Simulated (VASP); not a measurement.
# As (R-3m) in VASP: further runs, part 2 of 2

VASP 6.6.1. Earlier steps stand in the parts before.

## Step 4: Single point, PBE (22.76 Å³/atom)

This run uses another cell than the first one, of 22.76 Å³/atom.

INCAR

```
PREC = Accurate
ENCUT = 600
EDIFF = 1E-6
ISMEAR = -1
SIGMA = 0.1
LREAL = F
LASPH = T
NELM = 120
ALGO = Normal
ISIF = 2
LWAVE = F
LCHARG = F
GGA = PE
NBANDS = 22
GGA_COMPAT = F
```

KPOINTS

```
Automatic mesh
0
Gamma
  14 14 14
```

POSCAR

```
As
1.0
    1.9023145837     -1.0983018370      3.6317437880
    0.0000000000      2.1966036740      3.6317437880
   -1.9023145837     -1.0983018370      3.6317437880
As
2
Direct
    0.2259304507      0.2259304507      0.2259304507
   -0.2259304507     -0.2259304507     -0.2259304507
```

Potentials or basis: VASP PAW PBE potentials, release 64 (As_d).

The run is started by

```sh
> cat potpaw_PBE.64/As_d/POTCAR > POTCAR
> mpirun -np 1 vasp_std > vasp.out
```

OUTCAR:

```text
PREC = Accurate
   ENCUT = 600
   EDIFF = 1E-6
   ISMEAR = -1
   LREAL = F
   LASPH = T
   NELM = 120
   ISIF = 2
   GGA = PE

 ion  position               nearest neighbor table
   1  0.226  0.226  0.226-   2 2.55   2 2.55   2 2.55
   2  0.774  0.774  0.774-   1 2.55   1 2.55   1 2.55

  LATTYP: Found a trigonal (rhomboedric) cell.
 ALAT       =     4.2443645746
 COS(alpha) =     0.5982375829

  Lattice vectors:

 A1 = (   1.9023145837,  -1.0983018370,   3.6317437880)
 A2 = (   0.0000000000,   2.1966036740,   3.6317437880)
 A3 = (  -1.9023145837,  -1.0983018370,   3.6317437880)

Analysis of symmetry for initial positions (statically):
=====================================================================
 Subroutine PRICEL returns:
 Original cell was already a primitive cell.

 Routine SETGRP: Setting up the symmetry group for a
 trigonal (rhombohedral) supercell.

 Subroutine GETGRP returns: Found 12 space group operations
 (whereof 12 operations were pure point group operations)
 out of a pool of 12 trial point group operations.

The static configuration has the point symmetry D_3d.

Analysis of symmetry for dynamics (positions and initial velocities):
=====================================================================
 Subroutine PRICEL returns:
 Original cell was already a primitive cell.

 Routine SETGRP: Setting up the symmetry group for a
 trigonal (rhombohedral) supercell.

 Subroutine GETGRP returns: Found 12 space group operations
 (whereof 12 operations were pure point group operations)
 out of a pool of 12 trial point group operations.

The dynamic configuration has the point symmetry D_3d.

 Subroutine INISYM returns: Found 12 space group operations
 (whereof 12 operations are pure point group operations),
 and found     1 'primitive' translations

----------------------------------------------------------------------------------------

                                     Primitive cell

  volume of cell :      45.5272

  direct lattice vectors                    reciprocal lattice vectors
     1.902314584 -1.098301837  3.631743788     0.262837705 -0.151749420  0.091783273
     0.000000000  2.196603674  3.631743788     0.000000000  0.303498840  0.091783273
    -1.902314584 -1.098301837  3.631743788    -0.262837705 -0.151749420  0.091783273

  length of vectors
     4.244364575  4.244364575  4.244364575     0.317073675  0.317073675  0.317073675

  position of ions in fractional coordinates (direct lattice)
     0.225930451  0.225930451  0.225930451
     0.774069549  0.774069549  0.774069549

  ion indices of the primitive-cell ions
   primitive index   ion index
                 1           1
                 2           2

----------------------------------------------------------------------------------------

 KPOINTS: Automatic mesh

Automatic generation of k-mesh.
 Grid dimensions read from file:
 generate k-points for:   14   14   14

 Generating k-lattice:

  Cartesian coordinates                     Fractional coordinates (reciprocal lattice)
     0.018774122 -0.010839244  0.006555948     0.071428571  0.000000000  0.000000000
     0.000000000  0.021678489  0.006555948     0.000000000  0.071428571  0.000000000
    -0.018774122 -0.010839244  0.006555948     0.000000000  0.000000000  0.071428571

  Length of vectors
     0.022648120  0.022648120  0.022648120

  Shift w.r.t. Gamma in fractional coordinates (k-lattice)
     0.000000000  0.000000000  0.000000000

 Subroutine IBZKPT returns following result:
 ===========================================

 Found    288 irreducible k-points:

 Following reciprocal coordinates:
            Coordinates               Weight
  0.000000  0.000000  0.000000      1.000000
  0.071429  0.000000  0.000000      6.000000
  0.142857  0.000000  0.000000      6.000000
  0.214286 -0.000000  0.000000      6.000000
  0.285714  0.000000 -0.000000      6.000000
  0.357143  0.000000  0.000000      6.000000
[... 16 lines left out ...]
  0.214286  0.142857  0.000000     12.000000
  0.285714  0.142857 -0.000000     12.000000
 [... further k-points ...]
   k-points           NKPTS =    288   k-points in BZ     NKDIM =    288   number of bands    NBANDS=     22
   number of dos      NEDOS =    301   number of ions     NIONS =      2
   total plane-waves  NPLWV =  46656
   dimension x,y,z NGX =    36 NGY =   36 NGZ =   36
   dimension x,y,z NGXF=    72 NGYF=   72 NGZF=   72
   ions per type =               2
   NGX,Y,Z   is equivalent  to a cutoff of  14.10, 14.10, 14.10 a.u.
   NGXF,Y,Z  is equivalent  to a cutoff of  28.20, 28.20, 28.20 a.u.
 SYSTEM =  unknown system
   PREC   = accura    normal or accurate (medium, high low for compatibility)
   ISTART =      0    job   : 0-new  1-cont  2-samecut
   ICHARG =      2    charge: 1-file 2-atom 10-const
   ISPIN  =      1    spin polarized calculation?
   LNONCOLLINEAR =      F non collinear calculations
   LSORBIT =      F    spin-orbit coupling
   LASPH  =      T    aspherical Exc in radial PAW
   ENCUT  =  600.0 eV  44.10 Ry    6.64 a.u.   8.48  8.48  8.48*2*pi/ulx,y,z
   NELM   =    120;   NELMIN=  2; NELMDL= -5     # of ELM steps
   EDIFF  = 0.1E-05   stopping-criterion for ELM
   LREAL  =      F    real-space projection
   EDIFFG = 0.1E-04   stopping-criterion for IOM
   NSW    =      0    number of steps for IOM
   IBRION =     -1    ionic relax: 0-MD 1-quasi-New 2-CG
   NFREE  =      0    steps in history (QN), initial steepest desc. (CG)
   ISIF   =      2    stress and relaxation
   ISYM   =      2    0-nonsym 1-usesym 2-fastsym
   POTIM  = 0.5000    time-step for ionic-motion
   TEBEG  =    0.0;   TEEND  =   0.0 temperature during run
   PSTRESS=    0.0 pullay stress
   NELECT =      30.0000    total number of electrons
   NUPDOWN=      -1.0000    fix difference up-down
   EMIN   =  10.00;   EMAX   =-10.00  energy-range for DOS
   EFERMI =   0.00;   METHOD = LEGACY
   ISMEAR =    -1;   SIGMA  =   0.10  broadening in eV -4-tet -1-fermi 0-gaus
   EFERMI_NEDOS =   21; number of points for ismear=-14 and -15
   IALGO  =     38    algorithm
   IMIX   =      4    mixing-type and parameters
     AMIX     =   0.40;   BMIX     =  1.00
     AMIX_MAG =   1.60;   BMIX_MAG =  1.00
  volume/ion in A,a.u.               =      22.76       153.62
  Fermi-wavevector in a.u.,A,eV,Ry     =   1.424596  2.692096 27.612671  2.029474
  Thomas-Fermi vector in A             =   2.545070
   LORBIT       =      0    0 simple, 1 ext, 2 COOP (PROOUT), +10 PAW based schemes
   GGA     = PE    functional components
   LHFCALC =     F    Hartree Fock is set to
   AEXX    =    0.0000 exact exchange contribution
   IVDW    =     0    specifies the selected vdW correction
   LEPSILON=     F    determine dielectric tensor
   LRPA    =     F    only Hartree local field effects (RPA)
 non-spin polarized calculation
  energy-cutoff  :      600.00
  volume of cell :       45.53
 maximum number of plane-waves:      1560
 NGX is ok and might be reduce to    36
   NGX = 17   NGY = 17   NGZ = 17

 number of electron      29.9999999 magnetization

 Free energy of the ion-electron system (eV)
  ---------------------------------------------------
  ext. energy  EPLUGINS =         0.00000000
  ---------------------------------------------------
  free energy    TOTEN  =        -9.36258773 eV

  energy without entropy =       -9.35409974  energy(sigma->0) =       -9.35834373

 E-fermi :   3.4001     XC(G=0): -10.3689

 val. band max:        3.3808589642   @ k =   0.5000   0.0714   0.0714
 cond. band min:       3.4045204954   @ k =  -0.4286   0.5000   0.4286
 fundamental gap:      0.0236615312
 Fermi energy:         3.4001277901

 k-point     1 :       0.0000    0.0000    0.0000
  band No.  band energies     occupation
      1     -32.9177      2.00000
      2     -32.9177      2.00000
      3     -32.8790      2.00000
      4     -32.8790      2.00000
      5     -32.8474      2.00000
      6     -32.8189      2.00000
[... 14 lines left out ...]
     21      10.6912      0.00000
     22      11.9960      0.00000
[... 552 lines left out ...]
  band No.  band energies     occupation
      1     -32.9152      2.00000
      2     -32.9006      2.00000
      3     -32.8738      2.00000
      4     -32.8686      2.00000
      5     -32.8444      2.00000
      6     -32.8272      2.00000
[... 14 lines left out ...]
     21      12.1837      0.00000
     22      13.7747      0.00000

 [... further k-points ...]

------------------------ aborting loop because EDIFF is reached ----------------------------------------

  FORCE on cell =-STRESS in cart. coord.  units (eV):
  Direction    XX          YY          ZZ          XY          YZ          ZX
  --------------------------------------------------------------------------------------
  -------------------------------------------------------------------------------------
  Total        0.0171784      0.0171784      0.0172198      0.0000000      0.0000000      0.0000000
  in kB        0.6045374      0.6045374      0.6059922      0.0000000      0.0000000      0.0000000
  external PRESSURE =       0.6050223 kB  Pullay stress =       0.0000000 kB

 VOLUME and BASIS-vectors are now :
 -----------------------------------------------------------------------------
  energy-cutoff  :      600.00
  volume of cell :       45.53
      direct lattice vectors                 reciprocal lattice vectors
     1.902314584 -1.098301837  3.631743788     0.262837705 -0.151749420  0.091783273
     0.000000000  2.196603674  3.631743788     0.000000000  0.303498840  0.091783273
    -1.902314584 -1.098301837  3.631743788    -0.262837705 -0.151749420  0.091783273

 POSITION                                       TOTAL-FORCE (eV/Angst)
 -----------------------------------------------------------------------------------
      0.00000      0.00000      2.46156         0.000000      0.000000      0.013660
      0.00000      0.00000      8.43367         0.000000      0.000000     -0.013660
 -----------------------------------------------------------------------------------
    total drift:                                0.000000      0.000000     -0.000000

  FREE ENERGIE OF THE ION-ELECTRON SYSTEM (eV)
  ---------------------------------------------------
  free  energy   TOTEN  =        -9.3625877282 eV

  energy  without entropy=       -9.3540997366  energy(sigma->0) =       -9.35834373
```

OSZICAR:

```text
N       E                     dE             d eps       ncg     rms          rms(c)
DAV:   1     0.212246510957E+03    0.21225E+03   -0.14324E+04 16560   0.698E+03
DAV:   2     0.222265397302E+02   -0.19002E+03   -0.18070E+03 12906   0.941E+02
DAV:   3    -0.772551848064E+01   -0.29952E+02   -0.29315E+02 13908   0.155E+02
DAV:   4    -0.934779812774E+01   -0.16223E+01   -0.16186E+01 15008   0.414E+01
DAV:   5    -0.938076125226E+01   -0.32963E-01   -0.32962E-01 14130   0.727E+00    0.369E+00
DAV:   6    -0.936866758657E+01    0.12094E-01   -0.10657E-02 16766   0.127E+00    0.219E+00
DAV:   7    -0.936225879419E+01    0.64088E-02   -0.11651E-02 17866   0.116E+00    0.106E-01
DAV:   8    -0.936253056451E+01   -0.27177E-03   -0.10576E-03 14628   0.390E-01    0.374E-02
DAV:   9    -0.936258503010E+01   -0.54466E-04   -0.71931E-05 16272   0.657E-02    0.776E-03
DAV:  10    -0.936258695409E+01   -0.19240E-05   -0.53867E-06 12576   0.225E-02    0.374E-03
DAV:  11    -0.936258772820E+01   -0.77411E-06   -0.16074E-06 12084   0.988E-03
   1 F= -.93625877E+01 E0= -.93583437E+01  d E =-.848799E-02
```

stdout:

```text
POSCAR found type information on POSCAR As
 POSCAR found :  1 types and       2 ions
 scaLAPACK will be used
 LDA part: xc-table for (Slater+PW92), standard interpolation
 POSCAR, INCAR and KPOINTS ok, starting setup
 FFT: planning ... GRIDC
 FFT: planning ... GRID_SOFT
 FFT: planning ... GRID
 WAVECAR not read
 entering main loop
```

Run time: 3.7 min. Hardware: 1 thread of Intel Xeon Platinum 8259CL at 2.50GHz (Skylake/Cascade Lake), shared host; peak memory 0.4 GiB.

What came out:

- Free energy: -9.3626 eV
- Pressure: 0.1 GPa
- Largest force: 0.014 eV/Å
- Band gap on the k mesh: zero (bands 15 and 16 overlap by 0.39 eV)

Forces in eV/Å, atoms in the order of the input:
```
As   0.000  0.000  0.014
As   0.000  0.000 -0.014
```

## Step 5: The runs side by side

```csv
cell,gap on the mesh (eV),pressure (GPa),largest force (eV/Å)
"a = 3.765 Å, angles 58.5°, 2 atoms, atomic positions A",none,14.7,-
"a = 3.977 Å, angles 56.6°, 2 atoms, atomic positions B",none,4.6,0.01
"a = 4.244 Å, angles 53.3°, 2 atoms, atomic positions C",none,0.1,0.01
```

Alike in all rows: task single point; level PBE; potentials or basis VASP PAW PBE potentials, release 64 (As_d); no spin polarisation; k mesh 14 × 14 × 14; cutoff (eV) 600; smearing fermi-dirac 0.1 eV.

Caveats: the cell stands under pressure (at least some runs).

Total energies depend on the potentials used, so only differences within one code and one set of settings carry meaning.
